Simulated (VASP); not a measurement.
Write the native input for VASP 6.6.1 that does the following.

```
Task                   : single point
Functional             : PBE
Potentials or basis    : VASP PAW PBE potentials, release 64 (Si, Mo_sv)
Cutoff                 : 520 eV
k mesh                 : 14 × 14 × 14
Occupations            : gaussian, width 0.05 eV
Spin                   : no spin polarisation
Dipole correction      : no
Further INCAR settings : ALGO = Normal; EDIFF = 1e-06; NBANDS = 18
```

The structure of Si2Mo lies in POSCAR:

```
Si2Mo
1.0
   -1.5761412836      1.5761412836      3.8744627478
    1.5761412836     -1.5761412836      3.8744627478
    1.5761412836      1.5761412836     -3.8744627478
Si Mo
2 1
Direct
    0.3343270572      0.3343270572      0.0000000000
    0.6656729428      0.6656729428      0.0000000000
    0.0000000000      0.0000000000      0.0000000000
```

This cell differs from its parent crystal: volume scaled by 0.945.

One way to write it, as run:

INCAR

```
SYSTEM = Si2Mo
ALGO     = Normal         ! electronic algorithm
EDIFF    = 1E-6           ! SCF threshold, eV
ENCUT    = 520            ! plane-wave cutoff, eV
GGA      = PE             ! functional
ISIF     = 2              ! what is computed and relaxed
ISMEAR   = 0              ! smearing method
LASPH    = .TRUE.         ! aspherical terms in the spheres
LCHARG   = .TRUE.         ! write CHGCAR
LELF     = .TRUE.         ! ELF
LREAL    = .FALSE.        ! projectors in reciprocal space
LVHAR    = .TRUE.       
LWAVE    = .FALSE.        ! write WAVECAR
NBANDS   = 18             ! bands
NELM     = 100            ! most SCF steps
PREC     = Accurate       ! precision mode
SIGMA    = 0.05           ! smearing width, eV
```

KPOINTS

```
k-points
0
G
  14 14 14
  0 0 0
```

Potentials or basis: VASP PAW PBE potentials, release 64 (Si, Mo_sv).

Command:

```sh
$ cat potpaw_PBE.64/Si/POTCAR potpaw_PBE.64/Mo_sv/POTCAR > POTCAR
$ mpirun -np 1 vasp_std > vasp.out
```

Results of the run:

| Quantity | Value |
| --- | --- |
| Pressure | 13.3 GPa |
| Largest force | 0.015 eV/Å |
| Band gap on the k mesh | zero (band 11 reaches 13.47 eV, above the bottom of band 12 at 12.47 eV) |

Wall time 3.9 min on 1 thread of Intel(R) Xeon(R) Platinum 8259CL CPU @ 2.50GHz (Skylake/Cascade Lake), on a shared host, peak memory 0.31 GiB.
